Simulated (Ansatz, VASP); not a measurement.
This is a calculation of InAs for Ansatz 0.2.0.

The input input.yaml:

```yaml
crystal:
  lattice:
    - [0.0, 3.0771914981, 3.0771914981]
    - [3.0771914981, 0.0, 3.0771914981]
    - [3.0771914981, 3.0771914981, 0.0]
  atoms:
    - { symbol: In, position: [0.0, 0.0, 0.0] }
    - { symbol: As, position: [0.75, 0.75, 0.75] }
hamiltonian:
  xc: pbe0
  pseudopotentials: { kind: paw }
kpoints:
  mp_grid: { grid: [4, 4, 4] }
scf:
  occupations: { method: fermi_dirac, width: 0.05 }
output:
  forces: true
  stress: true
  eigenvalues: true
```

Potentials or basis: Ansatz PAW.

Launch:

```sh
$ ansatz run input.yaml --threads 2 --pin off --max-ram 5632MiB --backend cpu --events-out ev --progress --plain --runs-dir out
```

**Question.** Translate it to VASP 6.6.1. Potentials there: VASP PAW PBE potentials, release 64 (In_d, As).

**Answer.** As run (the cutoff follows the program's own potentials):

POSCAR

```
InAs
1.0
    0.0000000000      3.0771914981      3.0771914981
    3.0771914981      0.0000000000      3.0771914981
    3.0771914981      3.0771914981      0.0000000000
In As
1 1
Direct
    0.0000000000      0.0000000000      0.0000000000
    0.7500000000      0.7500000000      0.7500000000
```

The input INCAR.step1:

```
SYSTEM = InAs
  PREC = Accurate
  ENCUT = 520
  EDIFF = 1E-5
  ISMEAR = -1
  SIGMA = 0.05
  LREAL = .FALSE.
  LASPH = .TRUE.
  NELM = 80
  ALGO = Normal
  ISIF = 2
  LWAVE = .TRUE.
  LCHARG = .FALSE.
  NBANDS = 16
  GGA = PE
```

The input INCAR.step2:

```
SYSTEM = InAs
  PREC = Accurate
  ENCUT = 520
  EDIFF = 1E-7
  ISMEAR = -1
  SIGMA = 0.05
  LREAL = .FALSE.
  LASPH = .TRUE.
  NELM = 80
  ALGO = Normal
  ISIF = 2
  LWAVE = .FALSE.
  LCHARG = .FALSE.
  GGA = PE
  LHFCALC = .TRUE.
  AEXX = 0.25
  PRECFOCK = Normal
  NBANDS = 16
  ISTART = 1
```

The input KPOINTS:

```
Automatic mesh
0
G
  4 4 4
  0 0 0
```

Potentials or basis: VASP PAW PBE potentials, release 64 (In_d, As).

Run with:

```sh
$ cat potpaw_PBE.64/In_d/POTCAR potpaw_PBE.64/As/POTCAR > POTCAR
$ cp INCAR.step1 INCAR
$ mpirun -np 1 vasp_std > vasp.out
$ cp INCAR.step2 INCAR
$ mpirun -np 1 vasp_std > vasp.out
```

Both were run:

|  | VASP | Ansatz | Ansatz less VASP |
| --- | --- | --- | --- |
| gap on the k mesh at the Fermi level (eV) | 0.94 | 0.89 | -0.056 |
| least direct gap on the mesh (eV) | 0.94 | 0.89 | -0.056 |
| pressure (GPa) | -1.6 | -1.3 | +0.23 |

VASP's potentials hold 18 valence electrons a cell and Ansatz's 28, so a difference there can come from the potentials and not from the codes.

The k mesh is coarse, so the values compare programs but aren't converged.
